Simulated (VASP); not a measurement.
# SnO2 (Pnnm) in VASP: further runs

SnO2 is run at these levels: LDA; tasks: relaxation of cell and atoms, single point.

All numbers are computed with VASP 6.6.1; they aren't measurements. Logs are shortened: lines on timing, memory, paths and dates and some standing lists are left out, and cuts for length are marked.

### Step 1. The cell of the first run

It takes space group Pnnm (No. 58, orthorhombic). Conventional cell: a = 4.718 Å, b = 4.727 Å, c = 3.186 Å, α = 90.00°, β = 90.00°, γ = 90.00°. Within 2.7 Å of Sn (site symmetry 2/m) lie 6 O at 2.04 to 2.05 Å. Within 2.7 Å of O (site symmetry m) lie 3 Sn at 2.04 to 2.05 Å and 1 O at 2.59 Å.

### Step 2. Relaxation of cell and atoms, LDA

Input file INCAR:

```
  PREC = Accurate
  ENCUT = 600
  EDIFF = 1E-7
  ISMEAR = 0
  SIGMA = 0.02
  LREAL = False
  LASPH = True
  NELM = 80
  ALGO = Normal
  ISIF = 3
  LWAVE = False
  LCHARG = False
  GGA = CA
  IBRION = 2
  NSW = 100
  EDIFFG = -0.005
```

Input file KPOINTS:

```
Automatic mesh
0
Gamma
  6 6 8
```

Input file POSCAR:

```
SnO2
1.0
    4.7175010268      0.0000000000      0.0000000000
    0.0000000000      4.7273774135      0.0000000000
    0.0000000000      0.0000000000      3.1856355512
Sn O
2 4
Direct
    0.5000000000      0.5000000000      0.5000000000
    0.0000000000      0.0000000000      0.0000000000
    0.3042653601      0.3078601765      0.0000000000
    0.8042653601      0.1921398235      0.5000000000
    0.1957346399      0.8078601765      0.5000000000
    0.6957346399      0.6921398235      0.0000000000
```

Potentials or basis: VASP PAW LDA potentials, release 64 (Sn_d, O).

Started as:

```console
> cat potpaw_LDA.64/Sn_d/POTCAR potpaw_LDA.64/O/POTCAR > POTCAR
> mpirun -np 1 vasp_std > vasp.out
```

OUTCAR:

```text
PREC = Accurate
   ENCUT = 600
   EDIFF = 1E-7
   ISMEAR = 0
   LREAL = False
   LASPH = True
   NELM = 80
   ISIF = 3
   GGA = CA
   IBRION = 2
   NSW = 100
   EDIFFG = -0.005

 ion  position               nearest neighbor table
   1  0.500  0.500  0.500-   4 2.04   5 2.04   3 2.05   6 2.05   3 2.05   6 2.05   2 3.70   2 3.70
                             2 3.70   2 3.70   2 3.70   2 3.70   2 3.70   2 3.70
   2  0.000  0.000  0.000-   3 2.04   6 2.04   5 2.05   4 2.05   4 2.05   5 2.05   1 3.70   1 3.70
                             1 3.70   1 3.70   1 3.70   1 3.70   1 3.70   1 3.70
   3  0.304  0.308  0.000-   2 2.04   1 2.05   1 2.05
   4  0.804  0.192  0.500-   1 2.04   2 2.05   2 2.05
   5  0.196  0.808  0.500-   1 2.04   2 2.05   2 2.05
   6  0.696  0.692  0.000-   2 2.04   1 2.05   1 2.05

  LATTYP: Found a simple orthorhombic cell.
 ALAT       =     3.1856355512
 B/A-ratio  =     1.4808665181
 C/A-ratio  =     1.4839668058

  Lattice vectors:

 A1 = (   0.0000000000,   0.0000000000,   3.1856355512)
 A2 = (   4.7175010268,   0.0000000000,   0.0000000000)
 A3 = (   0.0000000000,   4.7273774135,   0.0000000000)

Analysis of symmetry for initial positions (statically):
=====================================================================
 Subroutine PRICEL returns:
 Original cell was already a primitive cell.

 Routine SETGRP: Setting up the symmetry group for a
 simple orthorhombic supercell.

 Subroutine GETGRP returns: Found  8 space group operations
 (whereof  4 operations were pure point group operations)
 out of a pool of  8 trial point group operations.

The static configuration has the point symmetry C_2h.
 The point group associated with its full space group is D_2h.

Analysis of symmetry for dynamics (positions and initial velocities):
=====================================================================
 Subroutine PRICEL returns:
 Original cell was already a primitive cell.

 Routine SETGRP: Setting up the symmetry group for a
 simple orthorhombic supercell.

 Subroutine GETGRP returns: Found  8 space group operations
 (whereof  4 operations were pure point group operations)
 out of a pool of  8 trial point group operations.

The dynamic configuration has the point symmetry C_2h.
 The point group associated with its full space group is D_2h.

 Subroutine INISYM returns: Found  8 space group operations
 (whereof  4 operations are pure point group operations),
 and found     1 'primitive' translations

----------------------------------------------------------------------------------------

                                     Primitive cell

  volume of cell :      71.0442

  direct lattice vectors                    reciprocal lattice vectors
     4.717501027  0.000000000  0.000000000     0.211976636  0.000000000  0.000000000
     0.000000000  4.727377414  0.000000000     0.000000000  0.211533777  0.000000000
     0.000000000  0.000000000  3.185635551     0.000000000  0.000000000  0.313909104

  length of vectors
     4.717501027  4.727377414  3.185635551     0.211976636  0.211533777  0.313909104

  position of ions in fractional coordinates (direct lattice)
     0.500000000  0.500000000  0.500000000
     0.000000000  0.000000000  0.000000000
     0.304265360  0.307860177  0.000000000
     0.804265360  0.192139823  0.500000000
     0.195734640  0.807860177  0.500000000
     0.695734640  0.692139823  0.000000000

  ion indices of the primitive-cell ions
   primitive index   ion index
                 1           1
                 2           2
                 3           3
                 4           4
                 5           5
                 6           6

----------------------------------------------------------------------------------------

 KPOINTS: Automatic mesh

Automatic generation of k-mesh.
 Grid dimensions read from file:
 generate k-points for:    6    6    8

 Generating k-lattice:

  Cartesian coordinates                     Fractional coordinates (reciprocal lattice)
     0.035329439  0.000000000  0.000000000     0.166666667  0.000000000  0.000000000
     0.000000000  0.035255630  0.000000000     0.000000000  0.166666667  0.000000000
     0.000000000  0.000000000  0.039238638     0.000000000  0.000000000  0.125000000

  Length of vectors
     0.035329439  0.035255630  0.039238638

  Shift w.r.t. Gamma in fractional coordinates (k-lattice)
     0.000000000  0.000000000  0.000000000

 Subroutine IBZKPT returns following result:
 ===========================================

 Found     80 irreducible k-points:

 Following reciprocal coordinates:
            Coordinates               Weight
  0.000000  0.000000  0.000000      1.000000
  0.166667  0.000000  0.000000      2.000000
  0.333333  0.000000  0.000000      2.000000
  0.500000  0.000000  0.000000      1.000000
  0.000000  0.166667  0.000000      2.000000
  0.166667  0.166667  0.000000      4.000000
[... 16 lines left out ...]
  0.333333  0.166667  0.125000      8.000000
  0.500000  0.166667  0.125000      4.000000
 [... further k-points ...]
   k-points           NKPTS =     80   k-points in BZ     NKDIM =     80   number of bands    NBANDS=     31
   number of dos      NEDOS =    301   number of ions     NIONS =      6
   total plane-waves  NPLWV =  44800
   dimension x,y,z NGX =    40 NGY =   40 NGZ =   28
   dimension x,y,z NGXF=    80 NGYF=   80 NGZF=   56
   ions per type =               2   4
   NGX,Y,Z   is equivalent  to a cutoff of  14.10, 14.07, 14.61 a.u.
   NGXF,Y,Z  is equivalent  to a cutoff of  28.19, 28.13, 29.22 a.u.
 SYSTEM =  unknown system
   PREC   = accura    normal or accurate (medium, high low for compatibility)
   ISTART =      0    job   : 0-new  1-cont  2-samecut
   ICHARG =      2    charge: 1-file 2-atom 10-const
   ISPIN  =      1    spin polarized calculation?
   LNONCOLLINEAR =      F non collinear calculations
   LSORBIT =      F    spin-orbit coupling
   LASPH  =      T    aspherical Exc in radial PAW
   ENCUT  =  600.0 eV  44.10 Ry    6.64 a.u.   9.42  9.44  6.36*2*pi/ulx,y,z
   NELM   =     80;   NELMIN=  2; NELMDL= -5     # of ELM steps
   EDIFF  = 0.1E-06   stopping-criterion for ELM
   LREAL  =      F    real-space projection
   EDIFFG = -.5E-02   stopping-criterion for IOM
   NSW    =    100    number of steps for IOM
   IBRION =      2    ionic relax: 0-MD 1-quasi-New 2-CG
   NFREE  =      1    steps in history (QN), initial steepest desc. (CG)
   ISIF   =      3    stress and relaxation
   ISYM   =      2    0-nonsym 1-usesym 2-fastsym
   POTIM  = 0.5000    time-step for ionic-motion
   TEBEG  =    0.0;   TEEND  =   0.0 temperature during run
   PSTRESS=    0.0 pullay stress
   NELECT =      52.0000    total number of electrons
   NUPDOWN=      -1.0000    fix difference up-down
   EMIN   =  10.00;   EMAX   =-10.00  energy-range for DOS
   EFERMI =   0.00;   METHOD = LEGACY
   ISMEAR =     0;   SIGMA  =   0.02  broadening in eV -4-tet -1-fermi 0-gaus
   EFERMI_NEDOS =   21; number of points for ismear=-14 and -15
   IALGO  =     38    algorithm
   IMIX   =      4    mixing-type and parameters
     AMIX     =   0.40;   BMIX     =  1.00
     AMIX_MAG =   1.60;   BMIX_MAG =  1.00
  volume/ion in A,a.u.               =      11.84        79.90
  Fermi-wavevector in a.u.,A,eV,Ry     =   1.475366  2.788038 29.615874  2.176705
  Thomas-Fermi vector in A             =   2.590024
   LORBIT       =      0    0 simple, 1 ext, 2 COOP (PROOUT), +10 PAW based schemes
   GGA     = CA    functional components
   LHFCALC =     F    Hartree Fock is set to
   AEXX    =    0.0000 exact exchange contribution
   IVDW    =     0    specifies the selected vdW correction
   LEPSILON=     F    determine dielectric tensor
   LRPA    =     F    only Hartree local field effects (RPA)
 conjugate gradient relaxation of ions
 non-spin polarized calculation
 Gauss-broadening in eV      SIGMA  =   0.02
  energy-cutoff  :      600.00
  volume of cell :       71.04
 maximum number of plane-waves:      2397
 NGX is ok and might be reduce to    40
   NGX = 19   NGY = 19   NGZ = 13

--------------------------------------- Ionic step        1  -------------------------------------------

 number of electron      51.9999996 magnetization

 Free energy of the ion-electron system (eV)
  ---------------------------------------------------
  ext. energy  EPLUGINS =         0.00000000
  ---------------------------------------------------
  free energy    TOTEN  =       -42.28918502 eV

  energy without entropy =      -42.28918502  energy(sigma->0) =      -42.28918502

------------------------ aborting loop because EDIFF is reached ----------------------------------------

  FORCE on cell =-STRESS in cart. coord.  units (eV):
  Direction    XX          YY          ZZ          XY          YZ          ZX
  --------------------------------------------------------------------------------------
  -------------------------------------------------------------------------------------
  Total        0.4252388      0.4122240      0.8092906     -0.0000000      0.0000000      0.0000000
  in kB        9.5899232      9.2964140     18.2510029     -0.0000000      0.0000000      0.0000000
  external PRESSURE =      12.3791134 kB  Pullay stress =       0.0000000 kB
[... 101 lines left out ...]
  FREE ENERGIE OF THE ION-ELECTRON SYSTEM (eV)
  ---------------------------------------------------
  free  energy   TOTEN  =       -42.2908947923 eV

  energy  without entropy=      -42.2908947923  energy(sigma->0) =      -42.29089479

[... ionic steps 4 to 8 ...]

--------------------------------------- Ionic step        9  -------------------------------------------

 number of electron      51.9999998 magnetization

------------------------ aborting loop because EDIFF is reached ----------------------------------------
[... 75 lines left out ...]
--------------------------------------- Ionic step       11  -------------------------------------------

 number of electron      51.9999997 magnetization

 Free energy of the ion-electron system (eV)
  ---------------------------------------------------
  ext. energy  EPLUGINS =         0.00000000
  ---------------------------------------------------
  free energy    TOTEN  =       -42.29099882 eV

  energy without entropy =      -42.29099882  energy(sigma->0) =      -42.29099882

 E-fermi :   6.0387     XC(G=0): -11.8108

 val. band max:        5.8855414925   @ k =   0.0000   0.0000   0.0000
 cond. band min:       7.0349958380   @ k =   0.0000   0.0000   0.0000
 fundamental gap:      1.1494543455
 Fermi energy:         6.0386927435

 k-point     1 :       0.0000    0.0000    0.0000
  band No.  band energies     occupation
      1     -15.1233      2.00000
      2     -14.3498      2.00000
      3     -14.0842      2.00000
      4     -14.0650      2.00000
      5     -14.0645      2.00000
      6     -13.9884      2.00000
[... 805 lines left out ...]
     30      13.3374      0.00000
     31      16.0891      0.00000

 [... further k-points ...]

------------------------ aborting loop because EDIFF is reached ----------------------------------------

  FORCE on cell =-STRESS in cart. coord.  units (eV):
  Direction    XX          YY          ZZ          XY          YZ          ZX
  --------------------------------------------------------------------------------------
  -------------------------------------------------------------------------------------
  Total       -0.0172619     -0.0163855      0.0150185      0.0000000      0.0000000      0.0000000
  in kB       -0.3872113     -0.3675518      0.3368874      0.0000000      0.0000000      0.0000000
  external PRESSURE =      -0.1392919 kB  Pullay stress =       0.0000000 kB
[... 21 lines left out ...]
  FREE ENERGIE OF THE ION-ELECTRON SYSTEM (eV)
  ---------------------------------------------------
  free  energy   TOTEN  =       -42.2909988153 eV

  energy  without entropy=      -42.2909988153  energy(sigma->0) =      -42.29099882

 reached required accuracy - stopping structural energy minimisation
```

It took 7.8 min on 1 thread of Intel Xeon 6975P-C (Granite Rapids), shared host; peak memory 0.3 GiB.

Results:

```yaml
Free_energy: -42.2910 eV
Relaxed_volume: 11.90 Å³/atom
Relaxed_cell: a = 4.725 Å, b = 4.731 Å, c = 3.196 Å, α = 90.00°, β = 90.00°, γ = 90.00°
Space_group_after_relaxing_to_0.1_Å: P4_2/mnm (No. 136)
Energy_gained_by_relaxing: 0.3 meV/atom
Ionic_steps: 11
Pressure_after_relaxing: 0.0 GPa
Largest_force_after_relaxing: 0.004 eV/Å
Band_gap_on_the_k_mesh: 1.15 eV
```

Forces in eV/Å, atoms in the order of the input:
```
Sn   0.000  0.000  0.000
Sn   0.000  0.000  0.000
O    0.004 -0.002  0.000
O    0.004  0.002  0.000
O   -0.004 -0.002  0.000
O   -0.004  0.002  0.000
```

Step by step:
```tsv
step	energy change (eV)	largest force (eV/Å)	pressure (GPa)	volume (Å³)
1	0.0000	0.0313	1.24	71.04
2	0.0016	0.0601	-1.75	71.99
3	-0.0017	0.0099	-0.02	71.43
4	-0.0017	0.0105	-0.07	71.44
5	-0.0017	0.0071	-0.03	71.43
6	-0.0018	0.0058	-0.03	71.42
7	-0.0018	0.0059	0.06	71.40
8	-0.0018	0.0058	0.04	71.40
9	-0.0018	0.0058	0.03	71.41
10	-0.0018	0.0052	0.01	71.41
11	-0.0018	0.0045	-0.01	71.43
```

Final structure:
```
Sn O
1.0
     4.72472    0.00000    0.00000
     0.00000    4.73065    0.00000
     0.00000    0.00000    3.19561
Sn O
2 4
Direct
  0.50000 0.50000 0.50000
  0.00000 0.00000 0.00000
  0.30471 0.30735 0.00000
  0.80471 0.19265 0.50000
  0.19529 0.80735 0.50000
  0.69529 0.69265 0.00000
```

Levels at points of the mesh, in eV from the valence-band top:
| k point | band 22 | band 23 | band 24 | band 25 | band 26 | band 27 | band 28 | band 29 | band 30 | band 31 |
| --- | --- | --- | --- | --- | --- | --- | --- | --- | --- | --- |
| (0.00, 0.00, 0.00) | -1.28 | -1.28 | -0.80 | -0.80 | 0.00 | 1.15 | 5.92 | 6.05 | 6.06 | 10.10 |
| (0.50, 0.00, 0.00) | -2.02 | -1.24 | -1.24 | -0.64 | -0.64 | 4.31 | 4.31 | 6.79 | 6.79 | 10.80 |
| (0.00, 0.50, 0.00) | -2.04 | -1.24 | -1.24 | -0.65 | -0.65 | 4.32 | 4.32 | 6.83 | 6.83 | 10.79 |
| (0.50, 0.50, 0.00) | -2.06 | -1.37 | -1.37 | -0.91 | -0.91 | 4.70 | 4.70 | 7.30 | 7.30 | 10.80 |
| (0.00, 0.00, 0.50) | -2.71 | -1.72 | -1.72 | -1.28 | -1.28 | 6.03 | 6.03 | 9.51 | 9.51 | 10.37 |
| (0.50, 0.00, 0.50) | -1.80 | -1.12 | -1.12 | -0.73 | -0.73 | 6.31 | 6.31 | 7.88 | 7.88 | 10.70 |
| (0.00, 0.50, 0.50) | -1.77 | -1.14 | -1.14 | -0.72 | -0.72 | 6.30 | 6.30 | 7.86 | 7.86 | 10.75 |
| (0.50, 0.50, 0.50) | -2.43 | -0.98 | -0.98 | -0.84 | -0.84 | 4.69 | 4.69 | 8.63 | 8.63 | 10.73 |

Caveat: spin-orbit coupling is left out, which moves the levels of the heavy elements.

### Step 3. Single point, LDA

Input file INCAR:

```
SYSTEM = SnO2
ALGO     = Normal         ! electronic algorithm
EDIFF    = 1E-6           ! SCF threshold, eV
ENCUT    = 520            ! plane-wave cutoff, eV
ISIF     = 2              ! what is computed and relaxed
ISMEAR   = 0              ! smearing method
LASPH    = .TRUE.         ! aspherical terms in the spheres
LCHARG   = .FALSE.        ! write CHGCAR
LREAL    = .FALSE.        ! projectors in reciprocal space
LWAVE    = .FALSE.        ! write WAVECAR
NBANDS   = 35             ! bands
NELM     = 60             ! most SCF steps
PREC     = Accurate       ! precision mode
SIGMA    = 0.02           ! smearing width, eV
```

Input file KPOINTS:

```
k-points
0
G
  6 6 8
  0 0 0
```

Input file POSCAR:

```
SnO2
1.0
    4.7201335214      0.0000000000      0.0000000000
    0.0000000000      4.7206343117      0.0000000000
    0.0000000000      0.0000000000      3.1888226872
Sn O
2 4
Direct
    0.5000000000      0.5000000000      0.5000000000
    0.0000000000      0.0000000000      0.0000000000
    0.3059920358      0.3061675029      0.0000000000
    0.8059920358      0.1938324971      0.5000000000
    0.1940079642      0.8061675029      0.5000000000
    0.6940079642      0.6938324971      0.0000000000
```

Potentials or basis: VASP PAW LDA potentials, release 64 (Sn_d, O).

Started as:

```console
> cat potpaw_LDA.64/Sn_d/POTCAR potpaw_LDA.64/O/POTCAR > POTCAR
> mpirun -np 1 vasp_std > vasp.out
```

Wall time 2.9 min (1 thread of Intel Xeon 8259CL, shared host); peak memory 0.26 GiB.

Results (log left out):

| Item | Value |
| --- | --- |
| Free energy | -42.2790 eV |
| Pressure | 1.4 GPa |
| Largest force | 0.028 eV/Å |
| Band gap on the k mesh | 1.21 eV |

Forces in eV/Å, atoms in the order of the input:
```
Sn   0.000  0.000  0.000
Sn   0.000  0.000  0.000
O   -0.019 -0.020  0.000
O   -0.019  0.020  0.000
O    0.019 -0.020  0.000
O    0.019  0.020  0.000
```

Stress tensor (GPa, compression positive):
```
1.19 0.00 0.00
0.00 1.19 0.00
0.00 0.00 1.76
```

Levels at points of the mesh, in eV from the valence-band top:
| k point | band 23 | band 24 | band 25 | band 26 | band 27 | band 28 | band 29 | band 30 |
| --- | --- | --- | --- | --- | --- | --- | --- | --- |
| (0.00, 0.00, 0.00) | -1.28 | -0.81 | -0.81 | 0.00 | 1.21 | 5.97 | 6.08 | 6.08 |
| (0.50, 0.00, 0.00) | -1.24 | -1.24 | -0.65 | -0.65 | 4.37 | 4.37 | 6.84 | 6.84 |
| (0.00, 0.50, 0.00) | -1.24 | -1.24 | -0.65 | -0.65 | 4.37 | 4.37 | 6.84 | 6.84 |
| (0.50, 0.50, 0.00) | -1.36 | -1.36 | -0.92 | -0.92 | 4.76 | 4.76 | 7.33 | 7.33 |
| (0.00, 0.00, 0.50) | -1.74 | -1.74 | -1.29 | -1.29 | 6.09 | 6.09 | 9.55 | 9.55 |
| (0.50, 0.00, 0.50) | -1.14 | -1.14 | -0.72 | -0.72 | 6.37 | 6.37 | 7.91 | 7.91 |
| (0.00, 0.50, 0.50) | -1.14 | -1.14 | -0.72 | -0.72 | 6.37 | 6.37 | 7.91 | 7.91 |
| (0.50, 0.50, 0.50) | -0.99 | -0.99 | -0.85 | -0.85 | 4.74 | 4.74 | 8.65 | 8.65 |

Caveat: spin-orbit coupling is left out, which moves the levels of the heavy elements.
